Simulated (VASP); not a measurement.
# ZrS (I4/mmm) in VASP: notebook

The runs below take ZrS through single point, with PBEsol.

All numbers are computed with VASP 6.6.1; they aren't measurements. Logs are shortened: lines on timing, memory, paths and dates and some standing lists are left out, and cuts for length are marked.

### Step 1. The cell of the first run

The structure is tetragonal, space group I4/mmm (No. 139). The conventional cell has a = 3.568 Å, b = 3.568 Å, c = 5.408 Å, α = 90.00°, β = 90.00°, γ = 90.00°. Zr (site symmetry 4/mmm) has 6 S at 2.52 to 2.70 Å within 3.3 Å. S (site symmetry 4/mmm) has 6 Zr at 2.52 to 2.70 Å within 3.3 Å.

### Step 2. Single point, PBEsol

The input, INCAR:

```
SYSTEM = ZrS
PREC     = Accurate       ! precision mode
ENCUT    = 520            ! plane-wave cutoff, eV
EDIFF    = 1E-6           ! SCF threshold, eV
ISMEAR   = 0              ! smearing method
SIGMA    = 0.15           ! smearing width, eV
LREAL    = .False.        ! projectors in reciprocal space
LASPH    = .True.         ! aspherical terms in the spheres
NELM     = 80             ! most SCF steps
ALGO     = Normal         ! electronic algorithm
ISIF     = 2              ! what is computed and relaxed
LWAVE    = .False.        ! write WAVECAR
LCHARG   = .True.         ! write CHGCAR
GGA      = PS             ! functional
LELF     = .True.         ! ELF
LVHAR    = .True.       
NBANDS   = 16             ! bands
```

The input, KPOINTS:

```
regular mesh
0
Gamma
  16 16 16
  0 0 0
```

The input, POSCAR:

```
ZrS
1.0
    0.0000000000      2.5230548378      2.7040203745
    2.5230548378      0.0000000000      2.7040203745
    2.5230548378      2.5230548378      0.0000000000
Zr S
1 1
Direct
    0.0000000000      0.0000000000      0.0000000000
    0.5000000000      0.5000000000      0.5000000000
```

Potentials or basis: VASP PAW PBE potentials, release 64 (Zr_sv, S).

The run is started by

```bash
$ cat potpaw_PBE.64/Zr_sv/POTCAR potpaw_PBE.64/S/POTCAR > POTCAR
$ mpirun -np 1 vasp_std > vasp.out
```

OUTCAR:

```text
SYSTEM = ZrS
   PREC = Accurate
   ENCUT = 520
   EDIFF = 1E-6
   ISMEAR = 0
   LREAL = .False.
   LASPH = .True.
   NELM = 80
   ISIF = 2
   GGA = PS

 ion  position               nearest neighbor table
   1  0.000  0.000  0.000-   2 2.52   2 2.52   2 2.52   2 2.52   2 2.70   2 2.70
   2  0.500  0.500  0.500-   1 2.52   1 2.52   1 2.52   1 2.52   1 2.70   1 2.70

  LATTYP: Found a body centered tetragonal cell.
 ALAT       =     3.5681383702
 C/A-ratio  =     1.5156477098

  Lattice vectors:

 A1 = (  -2.5230548378,   0.0000000000,   2.7040203745)
 A2 = (   2.5230548378,   0.0000000000,   2.7040203745)
 A3 = (   0.0000000000,   2.5230548378,  -2.7040203745)

Analysis of symmetry for initial positions (statically):
=====================================================================
 Subroutine PRICEL returns:
 Original cell was already a primitive cell.

 Routine SETGRP: Setting up the symmetry group for a
 body centered tetragonal supercell.

 Subroutine GETGRP returns: Found 16 space group operations
 (whereof 16 operations were pure point group operations)
 out of a pool of 16 trial point group operations.

The static configuration has the point symmetry D_4h.

Analysis of symmetry for dynamics (positions and initial velocities):
=====================================================================
 Subroutine PRICEL returns:
 Original cell was already a primitive cell.

 Routine SETGRP: Setting up the symmetry group for a
 body centered tetragonal supercell.

 Subroutine GETGRP returns: Found 16 space group operations
 (whereof 16 operations were pure point group operations)
 out of a pool of 16 trial point group operations.

The dynamic configuration has the point symmetry D_4h.

 Subroutine INISYM returns: Found 16 space group operations
 (whereof 16 operations are pure point group operations),
 and found     1 'primitive' translations

----------------------------------------------------------------------------------------

                                     Primitive cell

  volume of cell :      34.4265

  direct lattice vectors                    reciprocal lattice vectors
     0.000000000  2.523054838  2.704020375    -0.198172466  0.198172466  0.184909849
     2.523054838  0.000000000  2.704020375     0.198172466 -0.198172466  0.184909849
     2.523054838  2.523054838  0.000000000     0.198172466  0.198172466 -0.184909849

  length of vectors
     3.698314738  3.698314738  3.568138370     0.335762275  0.335762275  0.335762275

  position of ions in fractional coordinates (direct lattice)
[... 79 lines left out ...]
   EDIFF  = 0.1E-05   stopping-criterion for ELM
   LREAL  =      F    real-space projection
   EDIFFG = 0.1E-04   stopping-criterion for IOM
   NSW    =      0    number of steps for IOM
   IBRION =     -1    ionic relax: 0-MD 1-quasi-New 2-CG
   NFREE  =      0    steps in history (QN), initial steepest desc. (CG)
   ISIF   =      2    stress and relaxation
   ISYM   =      2    0-nonsym 1-usesym 2-fastsym
   POTIM  = 0.5000    time-step for ionic-motion
   TEBEG  =    0.0;   TEEND  =   0.0 temperature during run
   PSTRESS=    0.0 pullay stress
   NELECT =      18.0000    total number of electrons
   NUPDOWN=      -1.0000    fix difference up-down
   EMIN   =  10.00;   EMAX   =-10.00  energy-range for DOS
   EFERMI =   0.00;   METHOD = LEGACY
   ISMEAR =     0;   SIGMA  =   0.15  broadening in eV -4-tet -1-fermi 0-gaus
   EFERMI_NEDOS =   21; number of points for ismear=-14 and -15
   IALGO  =     38    algorithm
   IMIX   =      4    mixing-type and parameters
     AMIX     =   0.40;   BMIX     =  1.00
     AMIX_MAG =   1.60;   BMIX_MAG =  1.00
  volume/ion in A,a.u.               =      17.21       116.16
  Fermi-wavevector in a.u.,A,eV,Ry     =   1.318868  2.492299 23.666136  1.739412
  Thomas-Fermi vector in A             =   2.448807
   LORBIT       =      0    0 simple, 1 ext, 2 COOP (PROOUT), +10 PAW based schemes
   GGA     = PS    functional components
   LHFCALC =     F    Hartree Fock is set to
   AEXX    =    0.0000 exact exchange contribution
   IVDW    =     0    specifies the selected vdW correction
   LEPSILON=     F    determine dielectric tensor
   LRPA    =     F    only Hartree local field effects (RPA)
 non-spin polarized calculation
 Gauss-broadening in eV      SIGMA  =   0.15
  energy-cutoff  :      520.00
  volume of cell :       34.43
 maximum number of plane-waves:       950
   NGX = 13   NGY = 13   NGZ = 13

 number of electron      17.9999999 magnetization

 Free energy of the ion-electron system (eV)
  ---------------------------------------------------
  ext. energy  EPLUGINS =         0.00000000
  ---------------------------------------------------
  free energy    TOTEN  =       -16.42377183 eV

  energy without entropy =      -16.40949547  energy(sigma->0) =      -16.41663365

 E-fermi :  11.1891     XC(G=0): -11.6921

 val. band max:       11.1740315899   @ k =   0.3125   0.1250   0.0625
 cond. band min:      11.1897903981   @ k =   0.2500   0.0000   0.0625
 fundamental gap:      0.0157588081
 Fermi energy:        11.1891158487

 k-point     1 :       0.0000    0.0000    0.0000
  band No.  band energies     occupation
      1     -38.5403      2.00000
      2     -16.5612      2.00000
      3     -16.5612      2.00000
      4     -16.5156      2.00000
      5      -4.8380      2.00000
      6       7.5748      2.00000
[... 433 lines left out ...]
      3     -16.5597      2.00000
      4     -16.5242      2.00000
      5      -4.6703      2.00000
      6       6.8380      2.00000
[... 8 lines left out ...]
     15      18.8839      0.00000
     16      22.9132      0.00000

 [... further k-points ...]

------------------------ aborting loop because EDIFF is reached ----------------------------------------

  FORCE on cell =-STRESS in cart. coord.  units (eV):
  Direction    XX          YY          ZZ          XY          YZ          ZX
  --------------------------------------------------------------------------------------
  -------------------------------------------------------------------------------------
  Total        1.8293491      1.8293491     -2.1830964      0.0000000      0.0000000      0.0000000
  in kB       85.1361159     85.1361159   -101.5991689      0.0000000      0.0000000      0.0000000
  external PRESSURE =      22.8910210 kB  Pullay stress =       0.0000000 kB

 VOLUME and BASIS-vectors are now :
 -----------------------------------------------------------------------------
  energy-cutoff  :      520.00
  volume of cell :       34.43
      direct lattice vectors                 reciprocal lattice vectors
     0.000000000  2.523054838  2.704020375    -0.198172466  0.198172466  0.184909849
     2.523054838  0.000000000  2.704020375     0.198172466 -0.198172466  0.184909849
     2.523054838  2.523054838  0.000000000     0.198172466  0.198172466 -0.184909849

 POSITION                                       TOTAL-FORCE (eV/Angst)
 -----------------------------------------------------------------------------------
      0.00000      0.00000      0.00000        -0.000000      0.000000     -0.000000
      2.52305      2.52305      2.70402         0.000000     -0.000000      0.000000
 -----------------------------------------------------------------------------------
    total drift:                                0.000000      0.000000      0.000000

  FREE ENERGIE OF THE ION-ELECTRON SYSTEM (eV)
  ---------------------------------------------------
  free  energy   TOTEN  =       -16.4237718291 eV

  energy  without entropy=      -16.4094954651  energy(sigma->0) =      -16.41663365
```

OSZICAR:

```text
N       E                     dE             d eps       ncg     rms          rms(c)
DAV:   1     0.122403016341E+03    0.12240E+03   -0.96290E+03 11168   0.110E+03
DAV:   2    -0.120553346916E+02   -0.13446E+03   -0.12951E+03 14512   0.283E+02
DAV:   3    -0.172394583164E+02   -0.51841E+01   -0.51438E+01 18016   0.492E+01
DAV:   4    -0.173164213988E+02   -0.76963E-01   -0.76944E-01 13808   0.548E+00
DAV:   5    -0.173179837689E+02   -0.15624E-02   -0.15623E-02 16912   0.593E-01    0.176E+01
DAV:   6    -0.164662767574E+02    0.85171E+00   -0.18018E+00 13880   0.954E+00    0.810E+00
DAV:   7    -0.164295133814E+02    0.36763E-01   -0.20255E-01 16264   0.294E+00    0.307E+00
DAV:   8    -0.164243803532E+02    0.51330E-02   -0.28545E-02 13136   0.114E+00    0.377E-01
DAV:   9    -0.164238711824E+02    0.50917E-03   -0.40010E-03 13560   0.393E-01    0.158E-01
DAV:  10    -0.164237856151E+02    0.85567E-04   -0.46319E-04 13832   0.208E-01    0.552E-02
DAV:  11    -0.164237720815E+02    0.13534E-04   -0.55263E-05 14304   0.485E-02    0.344E-02
DAV:  12    -0.164237718291E+02    0.25235E-06   -0.26167E-06 14016   0.110E-02
   1 F= -.16423772E+02 E0= -.16416634E+02  d E =-.142764E-01
```

stdout:

```text
POSCAR found type information on POSCAR ZrS
 POSCAR found :  2 types and       2 ions
 scaLAPACK will be used
 -----------------------------------------------------------------------------
|                                                                             |
|                                                                             |
|     You enforced a specific xc type in the INCAR file but a different       |
|     I HOPE YOU KNOW WHAT YOU ARE DOING!                                     |
|                                                                             |
 -----------------------------------------------------------------------------

 LDA part: xc-table for (Slater+PW92), standard interpolation
 POSCAR, INCAR and KPOINTS ok, starting setup
 FFT: planning ... GRIDC
 FFT: planning ... GRID_SOFT
 FFT: planning ... GRID
 WAVECAR not read
 entering main loop
```

It took 2.1 min on 1 thread of AMD EPYC 7R13 (Zen 3), shared host; peak memory 0.28 GiB.

Results:

```
Free energy            : -16.4238 eV
Pressure               : 2.3 GPa
Band gap on the k mesh : zero (bands 9 and 10 overlap by 2.84 eV)
```

Stress tensor (GPa, compression positive):
```
  8.51   0.00   0.00
  0.00   8.51   0.00
  0.00   0.00 -10.16
```

Levels at points of the mesh, in eV from the Fermi level:
```tsv
k point	band 5	band 6	band 7	band 8	band 9	band 10	band 11	band 12	band 13	band 14
(0.00, 0.00, 0.00)	-16.03	-3.61	-3.41	-3.41	-1.94	-1.17	-1.17	-1.04	-0.59	2.51
(0.50, 0.00, 0.00)	-14.24	-8.25	-6.18	-6.14	1.52	1.76	1.92	2.06	5.37	5.62
(0.50, 0.50, 0.00)	-15.20	-6.58	-4.22	-4.22	-3.72	0.35	2.58	2.58	3.11	3.73
(0.50, 0.00, 0.50)	-15.12	-6.13	-4.56	-4.51	-3.63	0.62	2.22	2.83	3.08	3.84
```

Caveat: the cell differs from its parent crystal (strain +e along x and -e along y +0.0000, strain +e along z and -e/2 along x and y +0.0467); the stress differs along the axes, from -10 to 9 GPa; the PAW data sets were made with another functional, which shifts forces and pressure a little.

### Step 3. Single point, PBEsol

This run uses another cell than the first one, of the same volume but with other edges.

The input, INCAR:

```
PREC = Accurate
ENCUT = 520
EDIFF = 1E-7
ISMEAR = 0
SIGMA = 0.15
LREAL = F
LASPH = T
NELM = 60
ALGO = Normal
ISIF = 2
LWAVE = F
LCHARG = F
GGA = PS
NBANDS = 16
```

The input, KPOINTS:

```
Automatic mesh
0
Gamma
  16 16 16
```

The input, POSCAR:

```
ZrS
1.0
    0.0000000000      2.6436985290      2.4627329923
    2.6436985290      0.0000000000      2.4627329923
    2.6436985290      2.6436985290      0.0000000000
Zr S
1 1
Direct
    0.0000000000      0.0000000000      0.0000000000
    0.5000000000      0.5000000000      0.5000000000
```

Potentials or basis: VASP PAW PBE potentials, release 64 (Zr_sv, S).

The run is started by

```bash
$ cat potpaw_PBE.64/Zr_sv/POTCAR potpaw_PBE.64/S/POTCAR > POTCAR
$ mpirun -np 1 vasp_std > vasp.out
```

OUTCAR:

```text
PREC = Accurate
   ENCUT = 520
   EDIFF = 1E-7
   ISMEAR = 0
   LREAL = F
   LASPH = T
   NELM = 60
   ISIF = 2
   GGA = PS

 ion  position               nearest neighbor table
   1  0.000  0.000  0.000-   2 2.46   2 2.46   2 2.64   2 2.64   2 2.64   2 2.64
   2  0.500  0.500  0.500-   1 2.46   1 2.46   1 2.64   1 2.64   1 2.64   1 2.64

  LATTYP: Found a body centered tetragonal cell.
 ALAT       =     3.7387543145
 C/A-ratio  =     1.3174083051

  Lattice vectors:

 A1 = (   0.0000000000,  -2.6436985290,  -2.4627329923)
 A2 = (   0.0000000000,   2.6436985290,  -2.4627329923)
 A3 = (   2.6436985290,   0.0000000000,   2.4627329923)

Analysis of symmetry for initial positions (statically):
=====================================================================
 Subroutine PRICEL returns:
 Original cell was already a primitive cell.

 Routine SETGRP: Setting up the symmetry group for a
 body centered tetragonal supercell.

 Subroutine GETGRP returns: Found 16 space group operations
 (whereof 16 operations were pure point group operations)
 out of a pool of 16 trial point group operations.

The static configuration has the point symmetry D_4h.

Analysis of symmetry for dynamics (positions and initial velocities):
=====================================================================
 Subroutine PRICEL returns:
 Original cell was already a primitive cell.

 Routine SETGRP: Setting up the symmetry group for a
 body centered tetragonal supercell.

 Subroutine GETGRP returns: Found 16 space group operations
 (whereof 16 operations were pure point group operations)
 out of a pool of 16 trial point group operations.

The dynamic configuration has the point symmetry D_4h.

 Subroutine INISYM returns: Found 16 space group operations
 (whereof 16 operations are pure point group operations),
 and found     1 'primitive' translations

[... 109 lines left out ...]
   ISMEAR =     0;   SIGMA  =   0.15  broadening in eV -4-tet -1-fermi 0-gaus
   EFERMI_NEDOS =   21; number of points for ismear=-14 and -15
   IALGO  =     38    algorithm
   IMIX   =      4    mixing-type and parameters
     AMIX     =   0.40;   BMIX     =  1.00
     AMIX_MAG =   1.60;   BMIX_MAG =  1.00
  volume/ion in A,a.u.               =      17.21       116.15
  Fermi-wavevector in a.u.,A,eV,Ry     =   1.318890  2.492341 23.666941  1.739471
  Thomas-Fermi vector in A             =   2.448828
   LORBIT       =      0    0 simple, 1 ext, 2 COOP (PROOUT), +10 PAW based schemes
   GGA     = PS    functional components
   LHFCALC =     F    Hartree Fock is set to
   AEXX    =    0.0000 exact exchange contribution
   IVDW    =     0    specifies the selected vdW correction
   LEPSILON=     F    determine dielectric tensor
   LRPA    =     F    only Hartree local field effects (RPA)
 non-spin polarized calculation
 Gauss-broadening in eV      SIGMA  =   0.15
  energy-cutoff  :      520.00
  volume of cell :       34.42
 maximum number of plane-waves:       944
   NGX = 13   NGY = 13   NGZ = 13

 number of electron      17.9999999 magnetization

 Free energy of the ion-electron system (eV)
  ---------------------------------------------------
  ext. energy  EPLUGINS =         0.00000000
  ---------------------------------------------------
  free energy    TOTEN  =       -16.39576967 eV

  energy without entropy =      -16.38182426  energy(sigma->0) =      -16.38879696

 E-fermi :  11.2003     XC(G=0): -11.6914

 val. band max:       11.1972470362   @ k =  -0.2500   0.0000   0.1250
 cond. band min:      11.2065219249   @ k =   0.3125   0.0000   0.2500
 fundamental gap:      0.0092748887
 Fermi energy:        11.2003397175

 k-point     1 :       0.0000    0.0000    0.0000
  band No.  band energies     occupation
      1     -38.5323      2.00000
      2     -16.5873      2.00000
      3     -16.5168      2.00000
      4     -16.5168      2.00000
      5      -4.8372      2.00000
      6       7.6228      2.00000
[... 433 lines left out ...]
      3     -16.5511      2.00000
      4     -16.5199      2.00000
      5      -4.7111      2.00000
      6       6.8067      2.00000
[... 8 lines left out ...]
     15      18.8463      0.00000
     16      22.3429      0.00000

 [... further k-points ...]

------------------------ aborting loop because EDIFF is reached ----------------------------------------

  FORCE on cell =-STRESS in cart. coord.  units (eV):
  Direction    XX          YY          ZZ          XY          YZ          ZX
  --------------------------------------------------------------------------------------
  -------------------------------------------------------------------------------------
  Total       -1.2673974     -1.2673974      4.1699271      0.0000000      0.0000000      0.0000000
  in kB      -58.9864445    -58.9864445    194.0742267      0.0000000      0.0000000      0.0000000
  external PRESSURE =      25.3671126 kB  Pullay stress =       0.0000000 kB

 VOLUME and BASIS-vectors are now :
 -----------------------------------------------------------------------------
  energy-cutoff  :      520.00
  volume of cell :       34.42
      direct lattice vectors                 reciprocal lattice vectors
     0.000000000  2.643698529  2.462732992    -0.189128978  0.189128978  0.203026476
     2.643698529  0.000000000  2.462732992     0.189128978 -0.189128978  0.203026476
     2.643698529  2.643698529  0.000000000     0.189128978  0.189128978 -0.203026476

 POSITION                                       TOTAL-FORCE (eV/Angst)
 -----------------------------------------------------------------------------------
      0.00000      0.00000      0.00000         0.000000      0.000000      0.000000
      2.64370      2.64370      2.46273        -0.000000      0.000000      0.000000
 -----------------------------------------------------------------------------------
    total drift:                                0.000000      0.000000      0.000000

  FREE ENERGIE OF THE ION-ELECTRON SYSTEM (eV)
  ---------------------------------------------------
  free  energy   TOTEN  =       -16.3957696682 eV

  energy  without entropy=      -16.3818242584  energy(sigma->0) =      -16.38879696
```

It took 2.4 min on 1 thread of AMD EPYC 7R13 (Zen 3), shared host; peak memory 0.27 GiB.

What came out:

* Free energy: -16.3958 eV
* Pressure: 2.5 GPa
* Band gap on the k mesh: zero (bands 9 and 10 overlap by 3.15 eV)

Stress tensor (GPa, compression positive):
```
-5.90  0.00  0.00
 0.00 -5.90  0.00
 0.00  0.00 19.41
```

Caveat: the cell differs from its parent crystal (strain +e along x and -e along y +0.0000, strain +e along z and -e/2 along x and y -0.0467); the stress differs along the axes, from -6 to 19 GPa; the PAW data sets were made with another functional, which shifts forces and pressure a little.
